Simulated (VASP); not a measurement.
Set up this calculation in VASP 6.6.1, as the native input.

* Task: single point
* Functional: PBEsol
* Potentials or basis: VASP PAW PBE potentials, release 64 (Os)
* Cutoff: 520 eV
* k mesh: 24 × 24 × 24
* Occupations: gaussian, width 0.15 eV
* Spin: no spin polarisation
* Dipole correction: no
* Further INCAR settings: ALGO = Fast; EDIFF = 1e-06; NBANDS = 10

The structure of Os lies in POSCAR:

```
Os
1.0
    0.7605190193      2.3902026321      2.3902026321
    2.3902026321      0.7605190193      2.3902026321
    2.3902026321      2.3902026321      0.7605190193
Os
1
Direct
    0.0000000000      0.0000000000      0.0000000000
```

This cell differs from its parent crystal: ratio of the length along [111] to the lengths across it x 1.7, volume and fractional coordinates fixed.

The input as run:

INCAR

```
SYSTEM = Os
  PREC = Accurate
  ENCUT = 520
  EDIFF = 1E-6
  ISMEAR = 0
  SIGMA = 0.15
  LREAL = .FALSE.
  LASPH = .TRUE.
  NELM = 60
  ALGO = Fast
  ISIF = 2
  LWAVE = .FALSE.
  LCHARG = .FALSE.
  GGA = PS
  NBANDS = 10
```

KPOINTS

```
Automatic mesh
0
G
  24 24 24
  0 0 0
```

Potentials or basis: VASP PAW PBE potentials, release 64 (Os).

Run with:

```bash
$ cat potpaw_PBE.64/Os/POTCAR > POTCAR
$ mpirun -np 1 vasp_std > vasp.out
```

It gave:

```
Pressure               : 121.8 GPa
Band gap on the k mesh : zero (band 4 reaches 10.16 eV, above the bottom of band 5 at 7.02 eV)
```

Caveat: the PAW data sets were made with another functional, which shifts forces and pressure a little; spin-orbit coupling is left out, which moves the levels of the heavy elements.

It took 2.2 min on 1 thread of Intel(R) Xeon(R) 6975P-C (Granite Rapids) (shared host), peak memory 0.34 GiB.
